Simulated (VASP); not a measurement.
# CdTeS4 (I4/mmm) in VASP: further runs

Runs on CdTeS4. Level: PBE. Tasks: relaxation of cell and atoms, single point.

Everything below comes from runs of VASP 6.6.1. Logs are shortened: lines on timing, memory, paths and dates and some standing lists are left out, and cuts for length are marked.

### 1 The cell of the first run

Symmetry: I4/mmm, No. 139, tetragonal system. Conventional cell: a = 6.257 Å, b = 6.257 Å, c = 8.558 Å, α = 90.00°, β = 90.00°, γ = 90.00°. Within 4.1 Å of Cd (site symmetry 4/mmm) lie 8 S at 3.08 Å. Te (site symmetry 4/mmm) has 8 S at 3.08 Å within 4.1 Å. Within 4.1 Å of S (site symmetry 2/m) lie 2 Cd at 3.08 Å and 2 Te at 3.08 Å and 4 S at 3.13 Å.

The cell was built from a structure type or drawn by symmetry, and may not be a known phase.

### 2 Relaxation of cell and atoms, PBE

File INCAR:

```
SYSTEM = CdTeS4
PREC = Accurate
ENCUT = 600
EDIFF = 1E-6
ISMEAR = 0
SIGMA = 0.1
LREAL = .FALSE.
LASPH = .TRUE.
NELM = 100
ALGO = Normal
ISIF = 3
LWAVE = .FALSE.
LCHARG = .FALSE.
GGA = PE
IBRION = 2
NSW = 90
EDIFFG = -0.04
```

File KPOINTS:

```
Automatic mesh
0
G
  4 4 4
  0 0 0
```

File POSCAR:

```
CdTeS4
1.0
   -3.1283417400      3.1283417400      4.2792168800
    3.1283417400     -3.1283417400      4.2792168800
    3.1283417400      3.1283417400     -4.2792168800
Cd Te S
1 1 4
Direct
    0.0000000000      0.0000000000      0.0000000000
    0.5000000000      0.5000000000      0.0000000000
    0.5000000000      0.5000000000      0.5000000000
    0.0000000000      0.0000000000      0.5000000000
    0.5000000000      0.0000000000      0.0000000000
    0.0000000000      0.5000000000      0.0000000000
```

Potentials or basis: VASP PAW PBE potentials, release 64 (Cd, Te, S).

Launch:

```sh
cat potpaw_PBE.64/Cd/POTCAR potpaw_PBE.64/Te/POTCAR potpaw_PBE.64/S/POTCAR > POTCAR
mpirun -np 1 vasp_std > vasp.out
```

OUTCAR:

```text
SYSTEM = CdTeS4
   PREC = Accurate
   ENCUT = 600
   EDIFF = 1E-6
   ISMEAR = 0
   LREAL = .FALSE.
   LASPH = .TRUE.
   NELM = 100
   ISIF = 3
   GGA = PE
   IBRION = 2
   NSW = 90
   EDIFFG = -0.04

 ion  position               nearest neighbor table
   1  0.000  0.000  0.000-   3 3.08   4 3.08   5 3.08   6 3.08   4 3.08   6 3.08   5 3.08   3 3.08

   2  0.500  0.500  0.000-   3 3.08   4 3.08   5 3.08   6 3.08   3 3.08   5 3.08   6 3.08   4 3.08

   3  0.500  0.500  0.500-   1 3.08   2 3.08   2 3.08   1 3.08
   4  0.000  0.000  0.500-   1 3.08   2 3.08   1 3.08   2 3.08
   5  0.500  0.000  0.000-   1 3.08   2 3.08   2 3.08   1 3.08
   6  0.000  0.500  0.000-   1 3.08   2 3.08   1 3.08   2 3.08

  LATTYP: Found a body centered tetragonal cell.
 ALAT       =     6.2566834800
 C/A-ratio  =     1.3678866427

  Lattice vectors:

 A1 = (  -3.1283417400,   3.1283417400,   4.2792168800)
 A2 = (   3.1283417400,  -3.1283417400,   4.2792168800)
 A3 = (   3.1283417400,   3.1283417400,  -4.2792168800)

Analysis of symmetry for initial positions (statically):
=====================================================================
 Subroutine PRICEL returns:
 Original cell was already a primitive cell.

 Routine SETGRP: Setting up the symmetry group for a
 body centered tetragonal supercell.

 Subroutine GETGRP returns: Found 16 space group operations
 (whereof 16 operations were pure point group operations)
 out of a pool of 16 trial point group operations.

The static configuration has the point symmetry D_4h.

Analysis of symmetry for dynamics (positions and initial velocities):
=====================================================================
 Subroutine PRICEL returns:
 Original cell was already a primitive cell.

 Routine SETGRP: Setting up the symmetry group for a
 body centered tetragonal supercell.

 Subroutine GETGRP returns: Found 16 space group operations
 (whereof 16 operations were pure point group operations)
 out of a pool of 16 trial point group operations.

The dynamic configuration has the point symmetry D_4h.

 Subroutine INISYM returns: Found 16 space group operations
 (whereof 16 operations are pure point group operations),
 and found     1 'primitive' translations

----------------------------------------------------------------------------------------

                                     Primitive cell

  volume of cell :     167.5146

  direct lattice vectors                    reciprocal lattice vectors
    -3.128341740  3.128341740  4.279216880     0.000000000  0.159829086  0.116843809
     3.128341740 -3.128341740  4.279216880     0.159829086  0.000000000  0.116843809
     3.128341740  3.128341740 -4.279216880     0.159829086  0.159829086  0.000000000

  length of vectors
     6.155058179  6.155058179  6.155058179     0.197984374  0.197984374  0.226032461

  position of ions in fractional coordinates (direct lattice)
     0.000000000  0.000000000  0.000000000
     0.500000000  0.500000000  0.000000000
     0.500000000  0.500000000  0.500000000
     0.000000000  0.000000000  0.500000000
     0.500000000  0.000000000  0.000000000
     0.000000000  0.500000000  0.000000000

  ion indices of the primitive-cell ions
   primitive index   ion index
                 1           1
                 2           2
                 3           3
                 4           4
                 5           5
                 6           6

----------------------------------------------------------------------------------------

 KPOINTS: Automatic mesh

Automatic generation of k-mesh.
 Grid dimensions read from file:
 generate k-points for:    4    4    4

 Generating k-lattice:

  Cartesian coordinates                     Fractional coordinates (reciprocal lattice)
     0.000000000  0.039957271  0.029210952     0.250000000  0.000000000  0.000000000
     0.039957271  0.000000000  0.029210952     0.000000000  0.250000000  0.000000000
     0.039957271  0.039957271  0.000000000     0.000000000  0.000000000  0.250000000

  Length of vectors
     0.049496093  0.049496093  0.056508115

  Shift w.r.t. Gamma in fractional coordinates (k-lattice)
     0.000000000  0.000000000  0.000000000

 Subroutine IBZKPT returns following result:
 ===========================================

 Found     13 irreducible k-points:

 Following reciprocal coordinates:
            Coordinates               Weight
  0.000000  0.000000  0.000000      1.000000
  0.250000  0.000000  0.000000      8.000000
  0.500000  0.000000  0.000000      4.000000
  0.250000  0.250000  0.000000      8.000000
  0.500000  0.250000 -0.000000     16.000000
 -0.250000  0.250000  0.000000      4.000000
  0.500000  0.500000  0.000000      2.000000
  0.250000  0.250000  0.250000      2.000000
 -0.250000  0.250000  0.250000      4.000000
  0.500000  0.500000  0.250000      4.000000
 -0.250000  0.500000  0.250000      8.000000
 -0.250000 -0.250000  0.250000      2.000000
  0.500000  0.500000  0.500000      1.000000
   k-points           NKPTS =     13   k-points in BZ     NKDIM =     13   number of bands    NBANDS=     25
   number of dos      NEDOS =    301   number of ions     NIONS =      6
   total plane-waves  NPLWV = 125000
   dimension x,y,z NGX =    50 NGY =   50 NGZ =   50
   dimension x,y,z NGXF=   100 NGYF=  100 NGZF=  100
   ions per type =               1   1   4
   NGX,Y,Z   is equivalent  to a cutoff of  13.50, 13.50, 13.50 a.u.
   NGXF,Y,Z  is equivalent  to a cutoff of  27.01, 27.01, 27.01 a.u.
 SYSTEM =  CdTeS4
   PREC   = accura    normal or accurate (medium, high low for compatibility)
   ISTART =      0    job   : 0-new  1-cont  2-samecut
   ICHARG =      2    charge: 1-file 2-atom 10-const
   ISPIN  =      1    spin polarized calculation?
   LNONCOLLINEAR =      F non collinear calculations
   LSORBIT =      F    spin-orbit coupling
   LASPH  =      T    aspherical Exc in radial PAW
   ENCUT  =  600.0 eV  44.10 Ry    6.64 a.u.  12.29 12.29 12.29*2*pi/ulx,y,z
   NELM   =    100;   NELMIN=  2; NELMDL= -5     # of ELM steps
   EDIFF  = 0.1E-05   stopping-criterion for ELM
   LREAL  =      F    real-space projection
   EDIFFG = -.4E-01   stopping-criterion for IOM
   NSW    =     90    number of steps for IOM
   IBRION =      2    ionic relax: 0-MD 1-quasi-New 2-CG
   NFREE  =      1    steps in history (QN), initial steepest desc. (CG)
   ISIF   =      3    stress and relaxation
   ISYM   =      2    0-nonsym 1-usesym 2-fastsym
   POTIM  = 0.5000    time-step for ionic-motion
   TEBEG  =    0.0;   TEEND  =   0.0 temperature during run
   PSTRESS=    0.0 pullay stress
   NELECT =      42.0000    total number of electrons
   NUPDOWN=      -1.0000    fix difference up-down
   EMIN   =  10.00;   EMAX   =-10.00  energy-range for DOS
   EFERMI =   0.00;   METHOD = LEGACY
   ISMEAR =     0;   SIGMA  =   0.10  broadening in eV -4-tet -1-fermi 0-gaus
   EFERMI_NEDOS =   21; number of points for ismear=-14 and -15
   IALGO  =     38    algorithm
   IMIX   =      4    mixing-type and parameters
     AMIX     =   0.40;   BMIX     =  1.00
     AMIX_MAG =   1.60;   BMIX_MAG =  1.00
  volume/ion in A,a.u.               =      27.92       188.41
  Fermi-wavevector in a.u.,A,eV,Ry     =   1.032303  1.950769 14.499031  1.065649
  Thomas-Fermi vector in A             =   2.166494
   LORBIT       =      0    0 simple, 1 ext, 2 COOP (PROOUT), +10 PAW based schemes
   GGA     = PE    functional components
   LHFCALC =     F    Hartree Fock is set to
   AEXX    =    0.0000 exact exchange contribution
   IVDW    =     0    specifies the selected vdW correction
   LEPSILON=     F    determine dielectric tensor
   LRPA    =     F    only Hartree local field effects (RPA)
 conjugate gradient relaxation of ions
 non-spin polarized calculation
 Gauss-broadening in eV      SIGMA  =   0.10
  energy-cutoff  :      600.00
  volume of cell :      167.51
 maximum number of plane-waves:      5621
 NGX is ok and might be reduce to    50
   NGX = 25   NGY = 25   NGZ = 25

--------------------------------------- Ionic step        1  -------------------------------------------

 number of electron      42.0000003 magnetization

 Free energy of the ion-electron system (eV)
  ---------------------------------------------------
  ext. energy  EPLUGINS =         0.00000000
  ---------------------------------------------------
  free energy    TOTEN  =       -16.89472406 eV

  energy without entropy =      -16.88556430  energy(sigma->0) =      -16.89014418

------------------------ aborting loop because EDIFF is reached ----------------------------------------

  FORCE on cell =-STRESS in cart. coord.  units (eV):
  Direction    XX          YY          ZZ          XY          YZ          ZX
  --------------------------------------------------------------------------------------
  -------------------------------------------------------------------------------------
  Total       -7.1183528     -7.1183528    -12.1965560      0.0000000      0.0000000      0.0000000
  in kB      -68.0828023    -68.0828023   -116.6527896      0.0000000      0.0000000      0.0000000
  external PRESSURE =     -84.2727980 kB  Pullay stress =       0.0000000 kB
[... 225 lines left out ...]
  energy  without entropy=      -18.2079467706  energy(sigma->0) =      -18.21108648

--------------------------------------- Ionic step        7  -------------------------------------------

 number of electron      42.0000002 magnetization

 Free energy of the ion-electron system (eV)
  ---------------------------------------------------
  ext. energy  EPLUGINS =         0.00000000
  ---------------------------------------------------
  free energy    TOTEN  =       -18.21523413 eV

  energy without entropy =      -18.20890169  energy(sigma->0) =      -18.21206791

 E-fermi :   4.5950     XC(G=0):  -9.7095

 val. band max:        4.4000475642   @ k =  -0.2500   0.2500   0.0000
 cond. band min:       4.6266024344   @ k =   0.0000   0.0000   0.0000
 fundamental gap:      0.2265548702
 Fermi energy:         4.5950459556

 k-point     1 :       0.0000    0.0000    0.0000
  band No.  band energies     occupation
      1     -10.2933      2.00000
      2      -7.6326      2.00000
      3      -7.6326      2.00000
      4      -6.7264      2.00000
      5      -5.2812      2.00000
      6      -3.5826      2.00000
[... 386 lines left out ...]
  FREE ENERGIE OF THE ION-ELECTRON SYSTEM (eV)
  ---------------------------------------------------
  free  energy   TOTEN  =       -18.2152341329 eV

  energy  without entropy=      -18.2089016852  energy(sigma->0) =      -18.21206791

 reached required accuracy - stopping structural energy minimisation
```

It took 14 min on 1 thread of Intel Xeon 8259CL, shared host; peak memory 0.41 GiB.

What came out:

```yaml
Free_energy: -18.2152 eV
Relaxed_volume: 22.49 Å³/atom
Relaxed_cell: a = 5.648 Å, b = 5.648 Å, c = 5.648 Å, α = 115.31°, β = 115.31°, γ = 98.33°
Space_group_after_relaxing_to_0.1_Å: I4/mmm (No. 139)
Energy_gained_by_relaxing: 220.1 meV/atom
Ionic_steps: 7
Pressure_after_relaxing: -0.2 GPa
Band_gap_on_the_k_mesh: zero (bands 21 and 22 overlap by 1.74 eV)
```

Step by step:
| step | energy change (eV) | largest force (eV/Å) | pressure (GPa) | volume (Å³) |
| --- | --- | --- | --- | --- |
| 1 | 0.0000 | 0.0000 | -8.43 | 167.51 |
| 2 | -1.2108 | 0.0000 | 0.14 | 134.29 |
| 3 | -1.2131 | 0.0000 | 0.65 | 133.24 |
| 4 | -1.2993 | 0.0000 | 0.49 | 133.41 |
| 5 | -1.3193 | 0.0000 | 0.47 | 133.45 |
| 6 | -1.3195 | 0.0000 | 0.47 | 133.45 |
| 7 | -1.3205 | 0.0000 | -0.23 | 134.91 |

Final structure:
```xyz
6
Lattice="-3.0219 3.0219 3.6934 3.0219 -3.0219 3.6934 3.0219 3.0219 -3.6934" Properties=species:S:1:pos:R:3 pbc="T T T"
Cd    0.0000    0.0000    0.0000
Te    0.0000    0.0000    3.6934
S     1.5110    1.5110    1.8467
S     4.5329   -1.5110    1.8467
S    -1.5110    1.5110    1.8467
S    -1.5110    1.5110    5.5401
```

Levels at points of the mesh, in eV from the Fermi level:
```tsv
k point	band 18	band 19	band 20	band 21	band 22	band 23	band 24	band 25
(0.00, 0.00, 0.00)	-0.57	-0.55	0.03	0.03	0.70	1.51	3.54	3.54
(0.50, 0.00, 0.00)	-1.93	-1.72	-1.26	-1.19	0.69	0.71	2.20	3.02
(0.50, 0.50, 0.00)	-1.90	-1.61	-1.56	-1.38	-1.03	-0.97	2.55	2.95
(0.50, 0.50, 0.50)	-1.40	-1.26	-1.11	-1.11	0.57	0.57	0.73	1.35
```

Caveat: the volume moved by over 15 % at a fixed basis, so the end points are rough; spin-orbit coupling is left out, which moves the levels of the heavy elements.

### 3 Single point, PBE

This run uses another cell than the first one, of 22.49 Å³/atom.

File INCAR:

```
SYSTEM = CdTeS4
ALGO = Normal ; EDIFF = 1E-7
ENCUT = 520 ; GGA = PE
ISIF = 2 ; ISMEAR = 0
LASPH = .TRUE. ; LCHARG = .TRUE.
LELF = .TRUE. ; LREAL = .FALSE.
LVHAR = .TRUE. ; LWAVE = .FALSE.
NBANDS = 30 ; NELM = 100
PREC = Accurate ; SIGMA = 0.1
```

File KPOINTS:

```
k-points
0
G
  10 10 10
  0 0 0
```

Edit POSCAR of step 2 so:

```diff
@@ -2,5 +2,5 @@
 1.0
-   -3.1283417400      3.1283417400      4.2792168800
-    3.1283417400     -3.1283417400      4.2792168800
-    3.1283417400      3.1283417400     -4.2792168800
+   -3.0057403362      3.0057403362      3.7339576600
+    3.0057403362     -3.0057403362      3.7339576600
+    3.0057403362      3.0057403362     -3.7339576600
 Cd Te S
```

Potentials or basis: VASP PAW PBE potentials, release 64 (Cd, Te, S).

Launch:

```sh
cat potpaw_PBE.64/Cd/POTCAR potpaw_PBE.64/Te/POTCAR potpaw_PBE.64/S/POTCAR > POTCAR
mpirun -np 1 vasp_std > vasp.out
```

It took 15 min on 1 thread of Intel Xeon 8259CL, shared host; peak memory 0.52 GiB.

Results (log left out):

* Free energy: -18.0297 eV
* Pressure: 0.0 GPa
* Band gap on the k mesh: zero (bands 21 and 22 overlap by 1.90 eV)

Levels at points of the mesh, in eV from the Fermi level:
| k point | band 17 | band 18 | band 19 | band 20 | band 21 | band 22 | band 23 | band 24 | band 25 | band 26 |
| --- | --- | --- | --- | --- | --- | --- | --- | --- | --- | --- |
| (0.00, 0.00, 0.00) | -3.25 | -0.66 | -0.65 | 0.04 | 0.04 | 0.71 | 1.51 | 3.35 | 3.47 | 3.47 |
| (0.50, 0.00, 0.00) | -2.40 | -1.96 | -1.79 | -1.26 | -1.25 | 0.69 | 0.70 | 2.15 | 2.91 | 3.72 |
| (0.50, 0.50, 0.00) | -2.08 | -1.95 | -1.69 | -1.63 | -1.41 | -1.10 | -1.04 | 2.53 | 2.81 | 3.48 |
| (0.50, 0.50, 0.50) | -1.38 | -1.38 | -1.35 | -1.24 | -1.24 | 0.54 | 0.54 | 0.75 | 1.36 | 3.98 |

Caveat: spin-orbit coupling is left out, which moves the levels of the heavy elements.
